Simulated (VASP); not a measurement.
# KBr (I4/mmm) in VASP: further runs

Runs on KBr. Level: LDA. Tasks: single point.

Program: VASP 6.6.1. These are calculated values, not measurements. Logs are shortened: lines on timing, memory, paths and dates and some standing lists are left out, and cuts for length are marked.

### 1 The cell of the first run

The structure is tetragonal, space group I4/mmm (No. 139). The conventional cell has a = 4.726 Å, b = 4.726 Å, c = 6.387 Å, α = 90.00°, β = 90.00°, γ = 90.00°. Within 4.2 Å of K (site symmetry 4/mmm) lie 6 Br at 3.19 to 3.34 Å. Br (site symmetry 4/mmm) has 6 K at 3.19 to 3.34 Å within 4.2 Å.

### 2 Single point, LDA (strain +0.015 along x and y, -0.030 along z)

File INCAR:

```
PREC     = Accurate       # precision mode
ENCUT    = 520            # plane-wave cutoff, eV
EDIFF    = 1E-6           # SCF threshold, eV
ISMEAR   = 0              # smearing method
SIGMA    = 0.05           # smearing width, eV
LREAL    = F              # projectors in reciprocal space
LASPH    = T              # aspherical terms in the spheres
NELM     = 100            # most SCF steps
ALGO     = Normal         # electronic algorithm
ISIF     = 2              # what is computed and relaxed
LWAVE    = F              # write WAVECAR
LCHARG   = F              # write CHGCAR
NBANDS   = 15             # bands
```

File KPOINTS:

```
regular mesh
0
Gamma
  6 6 6
```

File POSCAR:

```
KBr
1.0
    0.0000000000      3.3418875000      3.1937250000
    3.3418875000      0.0000000000      3.1937250000
    3.3418875000      3.3418875000      0.0000000000
K Br
1 1
Direct
    0.0000000000      0.0000000000      0.0000000000
    0.5000000000      0.5000000000      0.5000000000
```

Potentials or basis: VASP PAW LDA potentials, release 64 (K_sv, Br).

Run with:

```bash
cat potpaw_LDA.64/K_sv/POTCAR potpaw_LDA.64/Br/POTCAR > POTCAR
mpirun -np 1 vasp_std > vasp.out
```

OUTCAR:

```text
PREC = Accurate
   ENCUT = 520
   EDIFF = 1E-6
   ISMEAR = 0
   LREAL = F
   LASPH = T
   NELM = 100
   ISIF = 2

 ion  position               nearest neighbor table
   1  0.000  0.000  0.000-   2 3.19   2 3.19
   2  0.500  0.500  0.500-   1 3.19   1 3.19

  LATTYP: Found a body centered tetragonal cell.
 ALAT       =     4.7261426264
 C/A-ratio  =     1.3515144389

  Lattice vectors:

 A1 = (   0.0000000000,  -3.3418875000,  -3.1937250000)
 A2 = (   0.0000000000,   3.3418875000,  -3.1937250000)
 A3 = (   3.3418875000,   0.0000000000,   3.1937250000)

Analysis of symmetry for initial positions (statically):
=====================================================================
 Subroutine PRICEL returns:
 Original cell was already a primitive cell.

 Routine SETGRP: Setting up the symmetry group for a
 body centered tetragonal supercell.

 Subroutine GETGRP returns: Found 16 space group operations
 (whereof 16 operations were pure point group operations)
 out of a pool of 16 trial point group operations.

The static configuration has the point symmetry D_4h.

Analysis of symmetry for dynamics (positions and initial velocities):
=====================================================================
 Subroutine PRICEL returns:
 Original cell was already a primitive cell.

 Routine SETGRP: Setting up the symmetry group for a
 body centered tetragonal supercell.

 Subroutine GETGRP returns: Found 16 space group operations
 (whereof 16 operations were pure point group operations)
 out of a pool of 16 trial point group operations.

The dynamic configuration has the point symmetry D_4h.

 Subroutine INISYM returns: Found 16 space group operations
 (whereof 16 operations are pure point group operations),
 and found     1 'primitive' translations

----------------------------------------------------------------------------------------

                                     Primitive cell

  volume of cell :      71.3364

  direct lattice vectors                    reciprocal lattice vectors
     0.000000000  3.341887500  3.193725000    -0.149616048  0.149616048  0.156556998
     3.341887500  0.000000000  3.193725000     0.149616048 -0.149616048  0.156556998
     3.341887500  3.341887500  0.000000000     0.149616048  0.149616048 -0.156556998

  length of vectors
     4.622563297  4.622563297  4.726142626     0.263210975  0.263210975  0.263210975

  position of ions in fractional coordinates (direct lattice)
     0.000000000  0.000000000  0.000000000
     0.500000000  0.500000000  0.500000000

  ion indices of the primitive-cell ions
   primitive index   ion index
                 1           1
                 2           2

----------------------------------------------------------------------------------------

 KPOINTS: regular mesh

Automatic generation of k-mesh.
 Grid dimensions read from file:
 generate k-points for:    6    6    6

 Generating k-lattice:

  Cartesian coordinates                     Fractional coordinates (reciprocal lattice)
    -0.024936008  0.024936008  0.026092833     0.166666667  0.000000000  0.000000000
     0.024936008 -0.024936008  0.026092833     0.000000000  0.166666667  0.000000000
     0.024936008  0.024936008 -0.026092833     0.000000000  0.000000000  0.166666667

  Length of vectors
     0.043868496  0.043868496  0.043868496

  Shift w.r.t. Gamma in fractional coordinates (k-lattice)
     0.000000000  0.000000000  0.000000000

 Subroutine IBZKPT returns following result:
 ===========================================

 Found     30 irreducible k-points:

 Following reciprocal coordinates:
            Coordinates               Weight
  0.000000  0.000000  0.000000      1.000000
  0.166667  0.000000  0.000000      8.000000
  0.333333  0.000000  0.000000      8.000000
  0.500000  0.000000  0.000000      4.000000
  0.166667  0.166667  0.000000      2.000000
  0.333333  0.166667  0.000000      8.000000
[... 16 lines left out ...]
  0.333333  0.000000  0.333333      4.000000
  0.500000  0.000000  0.333333     16.000000
 [... further k-points ...]
   k-points           NKPTS =     30   k-points in BZ     NKDIM =     30   number of bands    NBANDS=     15
   number of dos      NEDOS =    301   number of ions     NIONS =      2
   total plane-waves  NPLWV =  46656
   dimension x,y,z NGX =    36 NGY =   36 NGZ =   36
   dimension x,y,z NGXF=    72 NGYF=   72 NGZF=   72
   ions per type =               1   1
   NGX,Y,Z   is equivalent  to a cutoff of  12.95, 12.95, 12.66 a.u.
   NGXF,Y,Z  is equivalent  to a cutoff of  25.89, 25.89, 25.33 a.u.
 SYSTEM =  unknown system
   PREC   = accura    normal or accurate (medium, high low for compatibility)
   ISTART =      0    job   : 0-new  1-cont  2-samecut
   ICHARG =      2    charge: 1-file 2-atom 10-const
   ISPIN  =      1    spin polarized calculation?
   LNONCOLLINEAR =      F non collinear calculations
   LSORBIT =      F    spin-orbit coupling
   LASPH  =      T    aspherical Exc in radial PAW
   ENCUT  =  520.0 eV  38.22 Ry    6.18 a.u.   8.59  8.59  8.79*2*pi/ulx,y,z
   NELM   =    100;   NELMIN=  2; NELMDL= -5     # of ELM steps
   EDIFF  = 0.1E-05   stopping-criterion for ELM
   LREAL  =      F    real-space projection
   EDIFFG = 0.1E-04   stopping-criterion for IOM
   NSW    =      0    number of steps for IOM
   IBRION =     -1    ionic relax: 0-MD 1-quasi-New 2-CG
   NFREE  =      0    steps in history (QN), initial steepest desc. (CG)
   ISIF   =      2    stress and relaxation
   ISYM   =      2    0-nonsym 1-usesym 2-fastsym
   POTIM  = 0.5000    time-step for ionic-motion
   TEBEG  =    0.0;   TEEND  =   0.0 temperature during run
   PSTRESS=    0.0 pullay stress
   NELECT =      16.0000    total number of electrons
   NUPDOWN=      -1.0000    fix difference up-down
   EMIN   =  10.00;   EMAX   =-10.00  energy-range for DOS
   EFERMI =   0.00;   METHOD = LEGACY
   ISMEAR =     0;   SIGMA  =   0.05  broadening in eV -4-tet -1-fermi 0-gaus
   EFERMI_NEDOS =   21; number of points for ismear=-14 and -15
   IALGO  =     38    algorithm
   IMIX   =      4    mixing-type and parameters
     AMIX     =   0.40;   BMIX     =  1.00
     AMIX_MAG =   1.60;   BMIX_MAG =  1.00
  volume/ion in A,a.u.               =      35.67       240.70
  Fermi-wavevector in a.u.,A,eV,Ry     =   0.994667  1.879648 13.461097  0.989363
  Thomas-Fermi vector in A             =   2.126634
   LORBIT       =      0    0 simple, 1 ext, 2 COOP (PROOUT), +10 PAW based schemes
   GGA     = CA    functional components
   LHFCALC =     F    Hartree Fock is set to
   AEXX    =    0.0000 exact exchange contribution
   IVDW    =     0    specifies the selected vdW correction
   LEPSILON=     F    determine dielectric tensor
   LRPA    =     F    only Hartree local field effects (RPA)
 non-spin polarized calculation
 Gauss-broadening in eV      SIGMA  =   0.05
  energy-cutoff  :      520.00
  volume of cell :       71.34
 maximum number of plane-waves:      1944
 NGX is ok and might be reduce to    36
   NGX = 17   NGY = 17   NGZ = 17

 number of electron      15.9999998 magnetization

 Free energy of the ion-electron system (eV)
  ---------------------------------------------------
  ext. energy  EPLUGINS =         0.00000000
  ---------------------------------------------------
  free energy    TOTEN  =        -6.79382623 eV

  energy without entropy =       -6.79382623  energy(sigma->0) =       -6.79382623

 E-fermi :  -1.6622     XC(G=0):  -7.9135

 val. band max:       -1.8654614775   @ k =   0.0000   0.0000   0.0000
 cond. band min:       2.1702240097   @ k =   0.0000   0.0000   0.0000
 fundamental gap:      4.0356854872
 Fermi energy:        -1.6621671185

 k-point     1 :       0.0000    0.0000    0.0000
  band No.  band energies     occupation
      1     -29.2715      2.00000
      2     -14.2182      2.00000
      3     -12.9943      2.00000
      4     -12.9857      2.00000
      5     -12.9857      2.00000
      6      -1.8901      2.00000
      7      -1.8901      2.00000
      8      -1.8655      2.00000
      9       2.1702      0.00000
     10       5.3754      0.00000
     11       5.3754      0.00000
     12       5.6585      0.00000
     13       6.2310      0.00000
     14       6.4675      0.00000
     15       9.3387      0.00000

 k-point     2 :       0.1667    0.0000    0.0000
  band No.  band energies     occupation
      1     -29.2699      2.00000
      2     -14.2659      2.00000
      3     -12.9907      2.00000
      4     -12.9886      2.00000
      5     -12.9233      2.00000
      6      -2.2844      2.00000
      7      -1.9856      2.00000
      8      -1.9723      2.00000
      9       2.8531      0.00000
     10       5.3006      0.00000
     11       5.7159      0.00000
     12       5.8930      0.00000
     13       6.5871      0.00000
     14       6.8492      0.00000
     15      10.2921      0.00000

 k-point     3 :       0.3333    0.0000    0.0000
  band No.  band energies     occupation
      1     -29.2666      2.00000
      2     -14.3497      2.00000
      3     -12.9944      2.00000
      4     -12.9918      2.00000
      5     -12.8008      2.00000
      6      -2.8983      2.00000
      7      -2.1634      2.00000
      8      -2.1554      2.00000
      9       3.9792      0.00000
     10       5.5530      0.00000
     11       6.6128      0.00000
     12       6.7464      0.00000
     13       7.4779      0.00000
     14       7.7946      0.00000
     15       9.3352      0.00000
[... 343 lines left out ...]
 k-point    23 :       0.3333    0.0000    0.3333
  band No.  band energies     occupation
      1     -29.2654      2.00000
      2     -14.2020      2.00000
      3     -13.0271      2.00000
      4     -13.0094      2.00000
      5     -12.9793      2.00000
      6      -2.7556      2.00000
      7      -2.1060      2.00000
      8      -2.0976      2.00000
      9       3.9868      0.00000
     10       4.3454      0.00000
     11       7.0447      0.00000
     12       7.3224      0.00000
     13       7.7400      0.00000
     14       7.8717      0.00000
     15       8.6762      0.00000

 k-point    24 :       0.5000    0.0000    0.3333
  band No.  band energies     occupation
      1     -29.2638      2.00000
      2     -14.1980      2.00000
      3     -13.0574      2.00000
      4     -13.0172      2.00000
      5     -12.9547      2.00000
      6      -2.7517      2.00000
      7      -2.3333      2.00000
      8      -2.1794      2.00000
      9       4.1243      0.00000
     10       5.2576      0.00000
     11       6.7243      0.00000
     12       7.5174      0.00000
     13       7.6400      0.00000
     14       8.4020      0.00000
     15       8.8173      0.00000

 [... further k-points ...]

------------------------ aborting loop because EDIFF is reached ----------------------------------------

  FORCE on cell =-STRESS in cart. coord.  units (eV):
  Direction    XX          YY          ZZ          XY          YZ          ZX
  --------------------------------------------------------------------------------------
  -------------------------------------------------------------------------------------
  Total       -0.8284969     -0.8284969     -0.2316865      0.0000000      0.0000000      0.0000000
  in kB      -18.6075983    -18.6075983     -5.2035553      0.0000000      0.0000000      0.0000000
  external PRESSURE =     -14.1395839 kB  Pullay stress =       0.0000000 kB

 VOLUME and BASIS-vectors are now :
 -----------------------------------------------------------------------------
  energy-cutoff  :      520.00
  volume of cell :       71.34
      direct lattice vectors                 reciprocal lattice vectors
     0.000000000  3.341887500  3.193725000    -0.149616048  0.149616048  0.156556998
     3.341887500  0.000000000  3.193725000     0.149616048 -0.149616048  0.156556998
     3.341887500  3.341887500  0.000000000     0.149616048  0.149616048 -0.156556998

 POSITION                                       TOTAL-FORCE (eV/Angst)
 -----------------------------------------------------------------------------------
      0.00000      0.00000      0.00000         0.000000     -0.000000      0.000000
      3.34189      3.34189      3.19373        -0.000000      0.000000      0.000000
 -----------------------------------------------------------------------------------
    total drift:                                0.000000      0.000000      0.000000

  FREE ENERGIE OF THE ION-ELECTRON SYSTEM (eV)
  ---------------------------------------------------
  free  energy   TOTEN  =        -6.7938262344 eV

  energy  without entropy=       -6.7938262344  energy(sigma->0) =       -6.79382623
```

Run time: 18 s. Hardware: 1 thread of AMD EPYC 9R45 (Zen 5), shared host; peak memory 0.15 GiB.

What came out:

- Free energy: -6.7938 eV
- Pressure: -1.4 GPa
- Band gap on the k mesh: 4.04 eV, direct

Levels at points of the mesh, in eV from the valence-band top:
| k point | band 4 | band 5 | band 6 | band 7 | band 8 | band 9 | band 10 | band 11 | band 12 | band 13 |
| --- | --- | --- | --- | --- | --- | --- | --- | --- | --- | --- |
| (0.00, 0.00, 0.00) | -11.12 | -11.12 | -0.02 | -0.02 | 0.00 | 4.04 | 7.24 | 7.24 | 7.52 | 8.10 |
| (0.50, 0.00, 0.00) | -11.13 | -10.88 | -1.29 | -0.38 | -0.38 | 6.24 | 7.93 | 9.53 | 9.55 | 9.64 |
| (0.50, 0.50, 0.00) | -11.17 | -11.17 | -0.83 | -0.36 | -0.36 | 5.49 | 6.92 | 9.26 | 9.32 | 9.50 |
| (0.50, 0.00, 0.50) | -11.17 | -11.15 | -0.90 | -0.30 | -0.28 | 5.56 | 6.85 | 9.08 | 9.16 | 9.48 |

Caveat: the cell differs from its parent crystal (strain +0.015 along x and y, -0.030 along z).

(Part 1 of 2 ends here.)
